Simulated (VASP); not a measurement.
# Na32H31 (a cell with a defect) in VASP: notebook, part 2 of 2

VASP 6.6.1.

## Step 3: Single point, PBEsol, collinear spin

The input, INCAR:

```
PREC = Accurate ; ENCUT = 400
EDIFF = 1E-6 ; ISMEAR = -1
SIGMA = 0.05 ; LREAL = Auto
LASPH = T ; NELM = 200
ALGO = Normal ; ISIF = 2
LWAVE = F ; LCHARG = F
ISPIN = 2 ; MAGMOM = 0 0 0 0 0 0 0 0 0 0 0 0 0 0 0 0 0 0 0 0 0 0 0 0 0 0 0 0 0 0 0 0 0 0 0.167 0 0 0 0.167 0 0.167 0 0.167 0 0 0 0 0 0 0.167 0.167 0 0 0 0 0 0 0 0 0 0 0 0
LORBIT = 11 ; GGA = PS
NBANDS = 168 ; ISYM = -1
GGA_COMPAT = F
```

The input, KPOINTS:

```
explicit points
1
Reciprocal
  0.25000000   0.25000000   0.25000000 1
```

The input, POSCAR:

```
Na32H31
1.0
    9.5855340000      0.0000000000      0.0000000000
    0.0000000000      9.5855340000      0.0000000000
    0.0000000000      0.0000000000      9.5855340000
H Na
31 32
Direct
    0.2497360000      0.0002560000      0.9996460000
    0.2498310000      0.0000860000      0.4996760000
    0.2495580000      0.5003700000      0.9999390000
    0.7497680000      0.9999900000      0.0000040000
    0.7498150000      0.0001990000      0.4997790000
    0.7498470000      0.5002100000      0.9998540000
    0.7498140000      0.4999850000      0.4998530000
    0.9996660000      0.2501880000      0.9997920000
    0.9988650000      0.2489990000      0.4998300000
    0.9997610000      0.7501690000      0.9995820000
    0.9990970000      0.7512440000      0.4998680000
    0.4996810000      0.2501510000      0.9995850000
    0.5008120000      0.2489040000      0.5000220000
    0.4995550000      0.7501220000      0.9997980000
    0.5009380000      0.7508950000      0.4996910000
    0.9998630000      0.0001080000      0.2496900000
    0.9997900000      0.0003630000      0.7498210000
    0.9987880000      0.5003790000      0.2487320000
    0.9987380000      0.5001460000      0.7506650000
    0.4998200000      0.9999090000      0.2496870000
    0.4997960000      0.9998940000      0.7498180000
    0.5008150000      0.4998170000      0.2488130000
    0.5008610000      0.5002310000      0.7507760000
    0.2499270000      0.2492400000      0.2488080000
    0.2498370000      0.2492190000      0.7507990000
    0.2497500000      0.7510940000      0.2490080000
    0.2495510000      0.7510650000      0.7506370000
    0.7499130000      0.2503170000      0.2499140000
    0.7496410000      0.2501760000      0.7500420000
    0.7498670000      0.7502000000      0.2499060000
    0.7500440000      0.7504030000      0.7500040000
    0.9992530000      0.0001370000      0.9996060000
    0.9986280000      0.0001410000      0.4996940000
    0.9983430000      0.5002140000      0.9998000000
    0.9939550000      0.5001290000      0.4997960000
    0.5002120000      0.0001890000      0.9997730000
    0.5010720000      0.9999740000      0.4995990000
    0.5010550000      0.5000230000      0.9997860000
    0.5055360000      0.4997850000      0.4997420000
    0.2496770000      0.2489620000      0.9997510000
    0.2496770000      0.2443110000      0.4998350000
    0.2497700000      0.7517700000      0.9996850000
    0.2498570000      0.7559840000      0.4997570000
    0.7497000000      0.2497890000      0.9996210000
    0.7498570000      0.2486900000      0.5001150000
    0.7495980000      0.7505260000      0.0000330000
    0.7499330000      0.7514510000      0.4997440000
    0.2496580000      0.0002010000      0.2482790000
    0.2496400000      0.0001260000      0.7512610000
    0.2497870000      0.5003690000      0.2439940000
    0.2495150000      0.5003870000      0.7556150000
    0.7498580000      0.0001600000      0.2496910000
    0.7497620000      0.0001420000      0.7500120000
    0.7497770000      0.5000590000      0.2483820000
    0.7499150000      0.5004630000      0.7512280000
    0.0001850000      0.2505790000      0.2501570000
    0.0001490000      0.2505990000      0.7493700000
    0.0002930000      0.7497100000      0.2501260000
    0.0002120000      0.7499760000      0.7493510000
    0.4992640000      0.2503490000      0.2503090000
    0.4993030000      0.2506530000      0.7491740000
    0.4993990000      0.7494070000      0.2503870000
    0.4994380000      0.7496120000      0.7493640000
```

Potentials or basis: VASP PAW PBE potentials, release 64 (H, Na_pv).

Started as:

```
cat potpaw_PBE.64/H/POTCAR potpaw_PBE.64/Na_pv/POTCAR > POTCAR
mpirun -np 1 vasp_std > vasp.out
```

It took 3.3 min on 1 thread of Intel Xeon 6975P-C (Granite Rapids), shared host; peak memory 0.8 GiB.

It converged, with:

```
Free energy                                           : -158.2660 eV
Pressure                                              : -0.3 GPa
Largest force                                         : 0.019 eV/Å
Band gap on the k mesh                                : 1.06 eV
Net moment                                            : 1.00 μB per cell
Valence electrons inside the program's atomic spheres : H 0.51, 0.50 (each value once); Na 6.06, 6.05 (each value once)
```

Forces in eV/Å, atoms in the order of the input:
```
H   -0.001 -0.001  0.002
H    0.000  0.001  0.001
H    0.002 -0.002 -0.003
H    0.000  0.003 -0.003
H    0.001 -0.002  0.001
H   -0.002  0.000 -0.001
H    0.000  0.002  0.000
H    0.002  0.001 -0.001
H    0.002  0.005  0.003
H    0.001  0.000  0.003
H    0.000 -0.006 -0.001
H    0.000  0.001  0.003
H   -0.006  0.007 -0.004
H    0.002 -0.002  0.001
H   -0.004 -0.001 -0.002
H    0.000  0.001  0.002
H    0.000 -0.001 -0.002
H    0.003  0.000  0.004
H    0.005  0.000 -0.004
H   -0.002  0.003  0.002
H   -0.001  0.003 -0.002
H   -0.006  0.003  0.005
H   -0.004 -0.004 -0.003
H    0.001  0.002  0.002
H   -0.002  0.006 -0.006
H    0.001 -0.004  0.002
H    0.000 -0.001 -0.001
H   -0.003 -0.003  0.000
H    0.002  0.000 -0.004
H   -0.001 -0.003  0.000
H   -0.003 -0.004 -0.004
Na   0.001  0.000  0.003
Na  -0.002  0.001  0.002
Na   0.001  0.002  0.001
Na  -0.016  0.000 -0.002
Na  -0.002 -0.001  0.000
Na   0.000  0.000  0.003
Na   0.000  0.000 -0.001
Na   0.019  0.005  0.002
Na   0.003 -0.001  0.001
Na   0.001 -0.017 -0.001
Na  -0.001 -0.004  0.002
Na   0.000  0.016  0.001
Na   0.000  0.000  0.004
Na   0.000  0.002 -0.004
Na   0.003  0.000 -0.002
Na  -0.002  0.000  0.000
Na   0.004 -0.001  0.001
Na   0.004  0.001 -0.003
Na  -0.002 -0.004 -0.017
Na   0.004 -0.002  0.017
Na  -0.001  0.000 -0.004
Na  -0.001  0.000  0.003
Na   0.002  0.001  0.002
Na  -0.003 -0.005  0.000
Na  -0.003 -0.001 -0.002
Na  -0.003 -0.004  0.003
Na  -0.005  0.003 -0.004
Na  -0.003  0.001  0.005
Na   0.005 -0.002 -0.006
Na   0.004 -0.005  0.009
Na   0.003  0.009 -0.006
Na   0.002  0.004  0.002
```

Levels at points of the mesh, in eV from the valence-band top:
Spin up:
| k point | band 125 | band 126 | band 127 | band 128 | band 129 | band 130 | band 131 | band 132 |
| --- | --- | --- | --- | --- | --- | --- | --- | --- |
| (0.25, 0.25, 0.25) | -2.44 | -2.44 | -2.43 | 0.00 | 1.76 | 1.76 | 1.79 | 2.50 |
Spin down:
| k point | band 124 | band 125 | band 126 | band 127 | band 128 | band 129 | band 130 | band 131 |
| --- | --- | --- | --- | --- | --- | --- | --- | --- |
| (0.25, 0.25, 0.25) | -2.44 | -2.43 | -2.42 | -2.42 | 1.06 | 1.82 | 1.82 | 1.83 |

Caveat: the PAW data sets were made with another functional, which shifts forces and pressure a little.

## Step 4: Relaxation of the atoms, PBEsol

The input, INCAR:

```
PREC = Accurate
ENCUT = 450
EDIFF = 1E-7
ISMEAR = -1
SIGMA = 0.05
LREAL = Auto
LASPH = True
NELM = 120
ALGO = Normal
ISIF = 2
LWAVE = False
LCHARG = False
GGA = PS
IBRION = 2
NSW = 100
EDIFFG = -0.03
NELECT = 254.0
ISYM = -1
GGA_COMPAT = False
NELMIN = 4
```

KPOINTS is that of step 3.

The input, POSCAR:

```
Na32H31
1.0
    9.5855340000      0.0000000000      0.0000000000
    0.0000000000      9.5855340000      0.0000000000
    0.0000000000      0.0000000000      9.5855340000
H Na
31 32
Direct
    0.2506940000      0.0010860000      0.9976480000
    0.2492500000      0.9976450000      0.4982230000
    0.2483960000      0.5025090000      0.0043120000
    0.7498930000      0.9971450000      0.0030710000
    0.7483530000      0.0019280000      0.4993420000
    0.7516300000      0.4995070000      0.0006510000
    0.7498360000      0.4984310000      0.4998500000
    0.9977640000      0.2493580000      0.9997680000
    0.0029810000      0.2500740000      0.4977860000
    0.9997670000      0.7494150000      0.9962150000
    0.0050860000      0.7501460000      0.5011560000
    0.4991480000      0.2503830000      0.9954880000
    0.4991240000      0.2486950000      0.5028610000
    0.4970760000      0.7517610000      0.9978460000
    0.4985550000      0.7466190000      0.4997770000
    0.9998870000      0.9991790000      0.2489510000
    0.0000520000      0.0016760000      0.7511810000
    0.0018660000      0.5010760000      0.2497570000
    0.9997820000      0.5001620000      0.7480250000
    0.5004740000      0.9973080000      0.2474910000
    0.5012370000      0.9972440000      0.7524270000
    0.4997170000      0.4965410000      0.2504860000
    0.4986420000      0.5018450000      0.7483250000
    0.2501430000      0.2533950000      0.2522230000
    0.2520770000      0.2513260000      0.7500160000
    0.2487650000      0.7486030000      0.2541780000
    0.2477070000      0.7465390000      0.7464400000
    0.7526920000      0.2538950000      0.2501010000
    0.7461720000      0.2503810000      0.7532790000
    0.7510340000      0.7532550000      0.2494710000
    0.7537060000      0.7537740000      0.7550260000
    0.9980810000      0.9993470000      0.9966280000
    0.0029520000      0.0002090000      0.4978160000
    0.0002090000      0.4987330000      0.0001550000
    0.9997130000      0.4996140000      0.5009380000
    0.5020700000      0.0002450000      0.9999590000
    0.4988400000      0.9999520000      0.4956020000
    0.4982570000      0.5005310000      0.0008750000
    0.4967940000      0.4964330000      0.4982260000
    0.2473920000      0.2529440000      0.9995360000
    0.2488180000      0.2510780000      0.4999220000
    0.2504650000      0.7529140000      0.9972360000
    0.2496320000      0.7502820000      0.4986110000
    0.7501770000      0.2488210000      0.9966840000
    0.7503950000      0.2489290000      0.5045230000
    0.7465620000      0.7505350000      0.0016330000
    0.7509250000      0.7494090000      0.4983540000
    0.2465740000      0.0012470000      0.2496460000
    0.2457690000      0.9985680000      0.7514980000
    0.2503460000      0.5039220000      0.2497670000
    0.2457260000      0.5026030000      0.7480940000
    0.7507490000      0.0000250000      0.2536990000
    0.7505460000      0.0005660000      0.7468540000
    0.7494120000      0.4998890000      0.2488870000
    0.7527240000      0.5055290000      0.7493020000
    0.9995450000      0.2487850000      0.2497940000
    0.9990750000      0.2505380000      0.7502490000
    0.0019900000      0.7499500000      0.2509870000
    0.0006710000      0.7529560000      0.7479320000
    0.4979490000      0.2483830000      0.2530780000
    0.4996770000      0.2518800000      0.7458960000
    0.5004540000      0.7454270000      0.2527120000
    0.5020320000      0.7480520000      0.7506100000
```

Started as:

```
cat potpaw_PBE.64/H/POTCAR potpaw_PBE.64/Na_pv/POTCAR > POTCAR
mpirun -np 1 vasp_std > vasp.out
```

Wall time 14 min (1 thread of Intel Xeon 6975P-C (Granite Rapids), shared host); peak memory 0.79 GiB.

The run converged. Its results:

* Free energy: -159.6890 eV
* Energy gained by relaxing: 10.1 meV/atom
* Ionic steps: 9
* Largest force after relaxing: 0.028 eV/Å

Forces in eV/Å, atoms in the order of the input:
```
H    0.003 -0.004  0.003
H   -0.002 -0.010  0.003
H    0.005 -0.009  0.021
H    0.001  0.002 -0.009
H    0.001 -0.003  0.001
H    0.000 -0.003 -0.001
H    0.007 -0.002 -0.002
H    0.006  0.008  0.000
H   -0.003  0.001  0.000
H   -0.002 -0.001  0.004
H   -0.002  0.002 -0.002
H   -0.003  0.003  0.004
H    0.005  0.011 -0.004
H    0.003  0.001 -0.001
H   -0.004  0.011 -0.001
H    0.002  0.004  0.010
H    0.004 -0.008 -0.001
H    0.000 -0.005 -0.002
H    0.003  0.006  0.006
H   -0.001  0.003  0.009
H   -0.004  0.010 -0.003
H   -0.001  0.009  0.001
H    0.004 -0.009  0.002
H   -0.001 -0.008 -0.005
H   -0.001 -0.009 -0.001
H    0.000 -0.001 -0.006
H    0.004  0.003  0.007
H   -0.001  0.002  0.003
H    0.003  0.001 -0.010
H   -0.005 -0.002  0.001
H   -0.008 -0.013 -0.009
Na  -0.009  0.002  0.003
Na   0.005  0.003  0.000
Na   0.009  0.000  0.002
Na  -0.009 -0.001  0.005
Na   0.017  0.003 -0.001
Na  -0.001  0.004  0.001
Na  -0.003  0.000  0.003
Na  -0.002  0.012  0.001
Na   0.006  0.002  0.001
Na   0.000  0.004 -0.004
Na  -0.003 -0.011  0.005
Na  -0.002  0.013 -0.004
Na  -0.001 -0.017  0.006
Na  -0.001  0.003 -0.010
Na   0.003  0.015 -0.011
Na  -0.007 -0.008  0.002
Na   0.002 -0.001  0.016
Na  -0.003 -0.001 -0.004
Na   0.000 -0.005 -0.024
Na   0.007 -0.006 -0.011
Na  -0.005 -0.002 -0.028
Na  -0.001  0.000  0.025
Na  -0.001  0.002  0.003
Na  -0.006 -0.009 -0.009
Na  -0.001  0.003  0.007
Na   0.005  0.004 -0.005
Na   0.001 -0.003  0.003
Na   0.000 -0.008  0.006
Na  -0.003  0.005 -0.001
Na   0.000  0.002  0.005
Na  -0.002  0.002  0.004
Na  -0.005  0.000  0.000
```

The path:
| step | energy change (eV) | largest force (eV/Å) | pressure (GPa) |
| --- | --- | --- | --- |
| 1 | 0.0000 | 0.7581 | -0.80 |
| 2 | -0.2042 | 0.6283 | -0.79 |
| 3 | -0.5645 | 0.2331 | -0.72 |
| 4 | -0.6007 | 0.0914 | -0.67 |
| 5 | -0.6006 | 0.0907 | -0.68 |
| 6 | -0.6127 | 0.0695 | -0.68 |
| 7 | -0.6305 | 0.0467 | -0.67 |
| 8 | -0.6309 | 0.0529 | -0.67 |
| 9 | -0.6342 | 0.0284 | -0.67 |

Final structure:
```
H Na
1.0
     9.58553    0.00000    0.00000
     0.00000    9.58553    0.00000
     0.00000    0.00000    9.58553
H Na
31 32
Cartesian
  2.3910 0.0068 9.5791
  2.3969 0.0015 4.7875
  2.3880 4.8022 9.5800
  7.1851 0.0007 0.0054
  7.1879 0.0019 4.7908
  7.1859 4.7983 0.0005
  7.1873 4.7936 4.7954
  0.0089 2.4129 9.5838
  0.0553 2.4519 4.7909
  0.0170 7.1774 9.5793
  0.0559 7.1354 4.7906
  4.7722 2.4122 9.5802
  4.7351 2.4396 4.7949
  4.7706 7.1713 9.5841
  4.7396 7.1225 4.7896
  0.0157 9.5853 2.4045
  0.0129 0.0100 7.1686
  0.0540 4.7982 2.4513
  0.0478 4.7932 7.1289
  4.7743 9.5811 2.4049
  4.7753 9.5774 7.1711
  4.7375 4.7845 2.4491
  4.7312 4.7989 7.1302
  2.3947 2.4606 2.4541
  2.3933 2.4611 7.1322
  2.3965 7.1360 2.4532
  2.3911 7.1354 7.1250
  7.1884 2.4130 2.4127
  7.1826 2.4152 7.1784
  7.1921 7.1737 2.4128
  7.1939 7.1848 7.1768
  9.5723 0.0019 9.5801
  9.5594 0.0003 4.7885
  9.5526 4.7979 9.5836
  9.3948 4.7935 4.7884
  4.7958 9.5843 9.5830
  4.8166 9.5797 4.7887
  4.8147 4.7922 9.5815
  4.9854 4.7812 4.7912
  2.3891 2.3750 9.5826
  2.3937 2.2024 4.7935
  2.3955 7.2242 9.5793
  2.3984 7.3779 4.7911
  7.1840 2.3933 9.5817
  7.1898 2.3687 4.7996
  7.1852 7.1986 0.0067
  7.1924 7.2177 4.7903
  2.3936 0.0019 2.3586
  2.3963 0.0036 7.2142
  2.3954 4.7987 2.2090
  2.3868 4.8008 7.3822
  7.1905 0.0036 2.3967
  7.1856 0.0014 7.1896
  7.1882 4.7906 2.3683
  7.1911 4.8036 7.2201
  9.5847 2.3979 2.3910
  9.5800 2.3989 7.1899
  0.0008 7.1925 2.3917
  9.5835 7.1977 7.1829
  4.7923 2.3915 2.3951
  4.7874 2.3969 7.1853
  4.7930 7.1841 2.3934
  4.7944 7.1867 7.1848
```

Levels at points of the mesh, in eV from the Fermi level:
```csv
k point,band 124,band 125,band 126,band 127,band 128,band 129,band 130,band 131
"(0.25, 0.25, 0.25)",-1.33,-1.30,-1.30,-1.29,1.68,2.91,2.91,2.96
```

Caveat: the cell carries a net charge on a neutralising background, which shifts energy and pressure; the cell is charged against a uniform background, so pressure and absolute levels hang on convention; the PAW data sets were made with another functional, which shifts forces and pressure a little.
